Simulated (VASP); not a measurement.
Here is a VASP 6.6.1 calculation.

The input POSCAR:

```
BP
1.0
    0.0000000000      2.3597600000      2.4505200000
    2.3597600000      0.0000000000      2.4505200000
    2.3597600000      2.3597600000      0.0000000000
B P
1 1
Direct
    0.0000000000      0.0000000000      0.0000000000
    0.7500000000      0.7500000000      0.7500000000
```

File INCAR.step1:

```
SYSTEM = BP
  PREC = Accurate
  ENCUT = 520
  ISMEAR = 0
  SIGMA = 0.05
  LREAL = .False.
  LASPH = .True.
  NELM = 60
  NBANDS = 11
  GGA = PE
  ALGO = Normal
  EDIFF = 1E-4
  LWAVE = .True.
  LCHARG = .False.
```

File INCAR.step2:

```
SYSTEM = BP
  PREC = Accurate
  ENCUT = 520
  EDIFF = 1E-6
  ISMEAR = 0
  SIGMA = 0.05
  LREAL = .False.
  LASPH = .True.
  NELM = 60
  ALGO = Normal
  ISIF = 2
  LWAVE = .False.
  LCHARG = .True.
  METAGGA = R2SCAN
  LMIXTAU = .True.
  LELF = .True.
  LVHAR = .True.
  NBANDS = 11
  ISTART = 1
```

Contents of KPOINTS:

```
Automatic mesh
0
Gamma
  10 10 10
  0 0 0
```

Potentials or basis: VASP PAW PBE potentials, release 64 (B, P).

The run is started by

```bash
$ cat potpaw_PBE.64/B/POTCAR potpaw_PBE.64/P/POTCAR > POTCAR
$ cp INCAR.step1 INCAR
$ mpirun -np 1 vasp_std > vasp.out
$ cp INCAR.step2 INCAR
$ mpirun -np 1 vasp_std > vasp.out
```

**Question.** What does it give for the band gap on the k mesh?

**Answer.** 1.36 eV (least direct gap 3.26 eV).

**Question.** Predict the pressure.

**Answer.** -20.0 GPa.

Stress tensor (GPa, compression positive):
```
-16.75   0.00   0.00
  0.00 -16.75   0.00
  0.00   0.00 -26.49
```

Caveat: the cell differs from its parent crystal (strain +0.040 along x and y, +0.080 along z); the cell stands under tension; the PAW data sets were made with another functional, which shifts forces and pressure a little. A k mesh can miss the band edges.
